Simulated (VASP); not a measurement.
# CoO (R-3m) in VASP: further runs

The runs below take CoO through single point, with revPBE+D3(BJ), RPBE+D4, PBE+D3(BJ).

All numbers are computed with VASP 6.6.1; they aren't measurements. Logs are shortened: lines on timing, memory, paths and dates and some standing lists are left out, and cuts for length are marked.

## Step 1: The cell of the first run

The structure is trigonal, space group R-3m (No. 166). Conventional cell: a = 3.090 Å, b = 3.090 Å, c = 7.006 Å, α = 90.00°, β = 90.00°, γ = 120.00°. Co (site symmetry -3m) has 6 O at 2.13 Å within 2.8 Å. O (site symmetry -3m) has 6 Co at 2.13 Å within 2.8 Å.

## Step 2: Single point, revPBE+D3(BJ), collinear spin, ferromagnetic start

INCAR reads:

```
SYSTEM = CoO
  ALGO = Normal
  EDIFF = 1E-6
  ENCUT = 600
  GGA = RE
  GGA_COMPAT = .FALSE.
  ISIF = 2
  ISMEAR = -1
  ISPIN = 2
  IVDW = 12
  LASPH = .TRUE.
  LCHARG = .TRUE.
  LELF = .TRUE.
  LMAXMIX = 4
  LORBIT = 11
  LREAL = .FALSE.
  LVHAR = .TRUE.
  LWAVE = .FALSE.
  MAGMOM = 2 0
  NBANDS = 22
  NELM = 200
  PREC = Accurate
  SIGMA = 0.05
```

KPOINTS reads:

```
k-points
0
G
  11 11 11
  0 0 0
```

POSCAR reads:

```
CoO
1.0
    1.5448506883      0.8919199608      2.3352097696
   -1.5448506883      0.8919199608      2.3352097696
    0.0000000000     -1.7838399215      2.3352097696
Co O
1 1
Direct
    0.0000000000      0.0000000000      0.0000000000
    0.5000000000      0.5000000000      0.5000000000
```

Potentials or basis: VASP PAW PBE potentials, release 64 (Co_sv, O).

Started as:

```
$ cat potpaw_PBE.64/Co_sv/POTCAR potpaw_PBE.64/O/POTCAR > POTCAR
$ mpirun -np 1 vasp_std > vasp.out
```

OUTCAR:

```text
SYSTEM = CoO
   EDIFF = 1E-6
   ENCUT = 600
   GGA = RE
   ISIF = 2
   ISMEAR = -1
   ISPIN = 2
   IVDW = 12
   LASPH = .TRUE.
   LORBIT = 11
   LREAL = .FALSE.
   NELM = 200
   PREC = Accurate
 IVDW          = 12

 ion  position               nearest neighbor table
   1  0.000  0.000  0.000-   2 2.13   2 2.13   2 2.13   2 2.13   2 2.13   2 2.13
   2  0.500  0.500  0.500-   1 2.13   1 2.13   1 2.13   1 2.13   1 2.13   1 2.13

  LATTYP: Found a trigonal (rhomboedric) cell.
 ALAT       =     2.9385863155
 COS(alpha) =     0.4472533573

  Lattice vectors:

 A1 = (   1.5448506883,   0.8919199608,   2.3352097696)
 A2 = (  -1.5448506883,   0.8919199608,   2.3352097696)
 A3 = (   0.0000000000,  -1.7838399215,   2.3352097696)

Analysis of symmetry for initial positions (statically):
=====================================================================
 Subroutine PRICEL returns:
 Original cell was already a primitive cell.

 Routine SETGRP: Setting up the symmetry group for a
 trigonal (rhombohedral) supercell.

 Subroutine GETGRP returns: Found 12 space group operations
 (whereof 12 operations were pure point group operations)
 out of a pool of 12 trial point group operations.

The static configuration has the point symmetry D_3d.

Analysis of symmetry for dynamics (positions and initial velocities):
=====================================================================
 Subroutine PRICEL returns:
 Original cell was already a primitive cell.

 Routine SETGRP: Setting up the symmetry group for a
 trigonal (rhombohedral) supercell.

 Subroutine GETGRP returns: Found 12 space group operations
 (whereof 12 operations were pure point group operations)
 out of a pool of 12 trial point group operations.

The dynamic configuration has the point symmetry D_3d.

Analysis of structural, dynamic, and magnetic symmetry:
=====================================================================
 Subroutine PRICEL returns:
 Original cell was already a primitive cell.

 Routine SETGRP: Setting up the symmetry group for a
 trigonal (rhombohedral) supercell.

 Subroutine GETGRP returns: Found 12 space group operations
 (whereof 12 operations were pure point group operations)
 out of a pool of 12 trial point group operations.

The overall configuration has the point symmetry D_3d.

 Subroutine INISYM returns: Found 12 space group operations
 (whereof 12 operations are pure point group operations),
 and found     1 'primitive' translations

----------------------------------------------------------------------------------------

                                     Primitive cell

  volume of cell :      19.3059

  direct lattice vectors                    reciprocal lattice vectors
     1.544850688  0.891919961  2.335209770     0.323655874  0.186862806  0.142742351
    -1.544850688  0.891919961  2.335209770    -0.323655874  0.186862806  0.142742351
     0.000000000 -1.783839922  2.335209770     0.000000000 -0.373725612  0.142742351

  length of vectors
     2.938586316  2.938586316  2.938586315     0.400057761  0.400057761  0.400057761

  position of ions in fractional coordinates (direct lattice)
     0.000000000  0.000000000  0.000000000
     0.500000000  0.500000000  0.500000000

  ion indices of the primitive-cell ions
   primitive index   ion index
                 1           1
                 2           2

----------------------------------------------------------------------------------------

 KPOINTS: k-points

Automatic generation of k-mesh.
 Grid dimensions read from file:
 generate k-points for:   11   11   11

 Generating k-lattice:

  Cartesian coordinates                     Fractional coordinates (reciprocal lattice)
     0.029423261  0.016987528  0.012976577     0.090909091 -0.000000000 -0.000000000
    -0.029423261  0.016987528  0.012976577    -0.000000000  0.090909091 -0.000000000
     0.000000000 -0.033975056  0.012976577    -0.000000000 -0.000000000  0.090909091

  Length of vectors
     0.036368887  0.036368887  0.036368887

  Shift w.r.t. Gamma in fractional coordinates (k-lattice)
     0.000000000  0.000000000  0.000000000

 Subroutine IBZKPT returns following result:
 ===========================================

 Found    146 irreducible k-points:

 Following reciprocal coordinates:
            Coordinates               Weight
  0.000000  0.000000  0.000000      1.000000
  0.090909  0.000000  0.000000      6.000000
  0.181818  0.000000 -0.000000      6.000000
  0.272727  0.000000  0.000000      6.000000
  0.363636  0.000000  0.000000      6.000000
  0.454545 -0.000000  0.000000      6.000000
[... 16 lines left out ...]
 -0.272727  0.181818 -0.000000     12.000000
 -0.181818  0.181818  0.000000      6.000000
 [... further k-points ...]
   k-points           NKPTS =    146   k-points in BZ     NKDIM =    146   number of bands    NBANDS=     22
   number of dos      NEDOS =    301   number of ions     NIONS =      2
   total plane-waves  NPLWV =  13824
   dimension x,y,z NGX =    24 NGY =   24 NGZ =   24
   dimension x,y,z NGXF=    48 NGYF=   48 NGZF=   48
   ions per type =               1   1
   NGX,Y,Z   is equivalent  to a cutoff of  13.58, 13.58, 13.58 a.u.
   NGXF,Y,Z  is equivalent  to a cutoff of  27.16, 27.16, 27.16 a.u.
 SYSTEM =  CoO
   PREC   = accura    normal or accurate (medium, high low for compatibility)
   ISTART =      0    job   : 0-new  1-cont  2-samecut
   ICHARG =      2    charge: 1-file 2-atom 10-const
   ISPIN  =      2    spin polarized calculation?
   LNONCOLLINEAR =      F non collinear calculations
   LSORBIT =      F    spin-orbit coupling
   LASPH  =      T    aspherical Exc in radial PAW
   ENCUT  =  600.0 eV  44.10 Ry    6.64 a.u.   5.87  5.87  5.87*2*pi/ulx,y,z
   NELM   =    200;   NELMIN=  2; NELMDL= -5     # of ELM steps
   EDIFF  = 0.1E-05   stopping-criterion for ELM
   LREAL  =      F    real-space projection
   EDIFFG = 0.1E-04   stopping-criterion for IOM
   NSW    =      0    number of steps for IOM
   IBRION =     -1    ionic relax: 0-MD 1-quasi-New 2-CG
   NFREE  =      0    steps in history (QN), initial steepest desc. (CG)
   ISIF   =      2    stress and relaxation
   ISYM   =      2    0-nonsym 1-usesym 2-fastsym
   POTIM  = 0.5000    time-step for ionic-motion
   TEBEG  =    0.0;   TEEND  =   0.0 temperature during run
   PSTRESS=    0.0 pullay stress
   NELECT =      23.0000    total number of electrons
   NUPDOWN=      -1.0000    fix difference up-down
   EMIN   =  10.00;   EMAX   =-10.00  energy-range for DOS
   EFERMI =   0.00;   METHOD = LEGACY
   ISMEAR =    -1;   SIGMA  =   0.05  broadening in eV -4-tet -1-fermi 0-gaus
   EFERMI_NEDOS =   21; number of points for ismear=-14 and -15
   IALGO  =     38    algorithm
   IMIX   =      4    mixing-type and parameters
     AMIX     =   0.40;   BMIX     =  1.00
     AMIX_MAG =   1.60;   BMIX_MAG =  1.00
  volume/ion in A,a.u.               =       9.65        65.14
  Fermi-wavevector in a.u.,A,eV,Ry     =   1.735485  3.279592 40.979511  3.011909
  Thomas-Fermi vector in A             =   2.809082
   LORBIT       =     11    0 simple, 1 ext, 2 COOP (PROOUT), +10 PAW based schemes
   GGA     = RE    functional components
   LHFCALC =     F    Hartree Fock is set to
   AEXX    =    0.0000 exact exchange contribution
   IVDW    =    12    specifies the selected vdW correction
   LEPSILON=     F    determine dielectric tensor
   LRPA    =     F    only Hartree local field effects (RPA)
 spin polarized calculation
  energy-cutoff  :      600.00
  volume of cell :       19.31
 maximum number of plane-waves:       655
   NGX = 11   NGY = 11   NGZ = 11

 number of electron      22.9999999 magnetization       2.9287018

 Free energy of the ion-electron system (eV)
  ---------------------------------------------------
  ext. energy  EPLUGINS =         0.00000000
  ---------------------------------------------------
  free energy    TOTEN  =       -12.41804891 eV

  energy without entropy =      -12.39069376  energy(sigma->0) =      -12.40437134

 E-fermi :   9.0229     XC(G=0): -12.5588

 val. band max:        9.0223237547   @ k =  -0.4545   0.4545   0.4545
 cond. band min:       9.0257973142   @ k =   0.3636   0.2727   0.1818
 fundamental gap:      0.0034735594
 Fermi energy:         9.0228909863

 spin component 1

 k-point     1 :       0.0000    0.0000    0.0000
  band No.  band energies     occupation
      1     -88.0199      1.00000
      2     -51.2559      1.00000
      3     -51.2559      1.00000
      4     -51.1303      1.00000
      5     -11.2411      1.00000
      6       5.6401      1.00000
[... 14 lines left out ...]
     21      31.7004      0.00000
     22      33.8812      0.00000
[... 552 lines left out ...]
  band No.  band energies     occupation
      1     -88.0178      1.00000
      2     -51.2722      1.00000
      3     -51.2606      1.00000
      4     -51.1373      1.00000
      5     -10.5458      1.00000
      6       2.3647      1.00000
[... 14 lines left out ...]
     21      35.6754      0.00000
     22      38.0913      0.00000

 [... further k-points ...]

 spin component 2

 k-point     1 :       0.0000    0.0000    0.0000
  band No.  band energies     occupation
      1     -84.9366      1.00000
      2     -48.2028      1.00000
      3     -48.2028      1.00000
      4     -48.1703      1.00000
      5     -10.7429      1.00000
      6       6.3025      1.00000
[... 14 lines left out ...]
     21      32.7325      0.00000
     22      34.7424      0.00000
[... 552 lines left out ...]
  band No.  band energies     occupation
      1     -84.9342      1.00000
      2     -48.2221      1.00000
      3     -48.2090      1.00000
      4     -48.1779      1.00000
      5     -10.0220      1.00000
      6       3.1134      1.00000
[... 14 lines left out ...]
     21      36.1555      0.00000
     22      38.7618      0.00000

 [... further k-points ...]

------------------------ aborting loop because EDIFF is reached ----------------------------------------

 Edisp (eV)   -1.01189

 E8    (eV) :    -0.6664

  FORCE on cell =-STRESS in cart. coord.  units (eV):
  Direction    XX          YY          ZZ          XY          YZ          ZX
  --------------------------------------------------------------------------------------
  -------------------------------------------------------------------------------------
  Total      -0.30244    -0.30244    -0.31552     0.00000    -0.00000    -0.00000
  in kB     -25.09963   -25.09963   -26.18431     0.00000    -0.00000    -0.00000
  external pressure =      -25.46 kB  Pullay stress =        0.00 kB

 VOLUME and BASIS-vectors are now :
 -----------------------------------------------------------------------------
  energy-cutoff  :      600.00
  volume of cell :       19.31
      direct lattice vectors                 reciprocal lattice vectors
     1.544850688  0.891919961  2.335209770     0.323655874  0.186862806  0.142742351
    -1.544850688  0.891919961  2.335209770    -0.323655874  0.186862806  0.142742351
     0.000000000 -1.783839922  2.335209770     0.000000000 -0.373725612  0.142742351

 POSITION                                       TOTAL-FORCE (eV/Angst)
 -----------------------------------------------------------------------------------
      0.00000      0.00000      0.00000        -0.000000      0.000000     -0.000000
      0.00000      0.00000      3.50281         0.000000     -0.000000      0.000000
 -----------------------------------------------------------------------------------
    total drift:                               -0.000000     -0.000000     -0.000000

  FREE ENERGIE OF THE ION-ELECTRON SYSTEM (eV)
  ---------------------------------------------------
  free  energy   TOTEN  =       -13.4299374005 eV

  energy  without entropy=      -13.4025822500  energy(sigma->0) =      -13.41625983

 total charge

# of ion       s       p       d       tot
------------------------------------------
    1        2.141   6.063   6.662  14.867
    2        1.556   3.435   0.000   4.991
--------------------------------------------------
tot          3.697   9.498   6.662  19.857

 magnetization (x)

# of ion       s       p       d       tot
------------------------------------------
    1        0.013   0.010   2.508   2.531
    2        0.028   0.268   0.000   0.296
--------------------------------------------------
tot          0.042   0.278   2.508   2.827
```

Wall time 89 s (1 thread of AMD EPYC 9R45 (Zen 5), shared host); peak memory 0.21 GiB.

Results:

```
Free energy                                           : -13.4299 eV
Pressure                                              : -2.5 GPa
Net moment                                            : 2.93 μB per cell
Site moments                                          : Co +2.53; O +0.30 μB
Valence electrons inside the program's atomic spheres : Co 14.87; O 4.99
Dispersion energy per atom                            : -0.506 eV
```

Stress tensor (GPa, compression positive):
```
-2.51  0.00  0.00
 0.00 -2.51  0.00
 0.00  0.00 -2.62
```

Levels at points of the mesh, in eV from the Fermi level:
Spin up:
```tsv
k point	band 9	band 10	band 11	band 12	band 13	band 14	band 15	band 16	band 17	band 18
(0.00, 0.00, 0.00)	-3.27	-3.19	-3.19	-2.84	-2.82	0.98	16.74	17.41	17.41	19.62
```
Spin down:
```tsv
k point	band 7	band 8	band 9	band 10	band 11	band 12	band 13	band 14
(0.00, 0.00, 0.00)	-2.72	-2.23	-1.19	-1.19	-0.98	0.17	0.17	1.54
```

Caveat: the PAW data sets were made with another functional, which shifts forces and pressure a little; a cell with one magnetic atom can't hold antiferromagnetic order, which such compounds often take; semilocal functionals often make such compounds metallic where correlation or magnetic order opens a gap, which also shifts bond lengths. With open d or f shells a metallic result of revPBE can be an artefact of self-interaction; +U or a hybrid may open a gap.

## Step 3: Single point, RPBE+D4, collinear spin, ferromagnetic start

This run uses another cell than the first one, of 9.47 Å³/atom.

INCAR reads:

```
PREC = Accurate
ENCUT = 600
EDIFF = 1E-6
ISMEAR = -1
SIGMA = 0.05
LREAL = F
LASPH = T
NELM = 200
ALGO = Normal
ISIF = 2
LWAVE = F
LCHARG = F
ISPIN = 2
MAGMOM = 2 0
LORBIT = 11
LMAXMIX = 4
GGA = RP
IVDW = 13
NBANDS = 22
GGA_COMPAT = F
```

KPOINTS reads:

```
regular mesh
0
Gamma
  11 11 11
```

POSCAR reads:

```
CoO
1.0
    1.5443468065      0.8916290445      2.2912428443
   -1.5443468065      0.8916290445      2.2912428443
    0.0000000000     -1.7832580889      2.2912428443
Co O
1 1
Direct
    0.0000000000      0.0000000000      0.0000000000
    0.5000000000      0.5000000000      0.5000000000
```

Potentials or basis: VASP PAW PBE potentials, release 64 (Co_sv, O).

Started as:

```
$ cat potpaw_PBE.64/Co_sv/POTCAR potpaw_PBE.64/O/POTCAR > POTCAR
$ mpirun -np 1 vasp_std > vasp.out
```

Wall time 97 s (1 thread of Intel Xeon Platinum 8559C (Emerald Rapids), shared host); peak memory 0.23 GiB.

It converged, with:

```yaml
Free_energy: -13.4758 eV
Pressure: -2.6 GPa
Net_moment: 2.90 μB per cell
Site_moments: Co +2.51; O +0.29 μB
Valence_electrons_inside_the_program's_atomic_spheres: Co 14.88; O 5.00
Dispersion_energy_per_atom: -0.600 eV
```

Stress tensor (GPa, compression positive):
```
-2.62  0.00  0.00
 0.00 -2.62  0.00
 0.00  0.00 -2.71
```

Levels at points of the mesh, in eV from the Fermi level:
Spin up:
| k point | band 10 | band 11 | band 12 | band 13 | band 14 | band 15 | band 16 | band 17 |
| --- | --- | --- | --- | --- | --- | --- | --- | --- |
| (0.00, 0.00, 0.00) | -3.20 | -3.20 | -2.81 | -2.81 | 1.11 | 16.81 | 17.43 | 17.43 |
Spin down:
```
           k point  band 7  band 8  band 9  band 10  band 11  band 12  band 13  band 14
(0.00, 0.00, 0.00)   -2.83   -2.22   -1.27    -1.27    -0.98     0.18     0.18     1.67
```

Caveat: the PAW data sets were made with another functional, which shifts forces and pressure a little; a cell with one magnetic atom can't hold antiferromagnetic order, which such compounds often take; semilocal functionals often make such compounds metallic where correlation or magnetic order opens a gap, which also shifts bond lengths. With open d or f shells a metallic result of RPBE can be an artefact of self-interaction; +U or a hybrid may open a gap.

(Continued in part 2 of 2.)
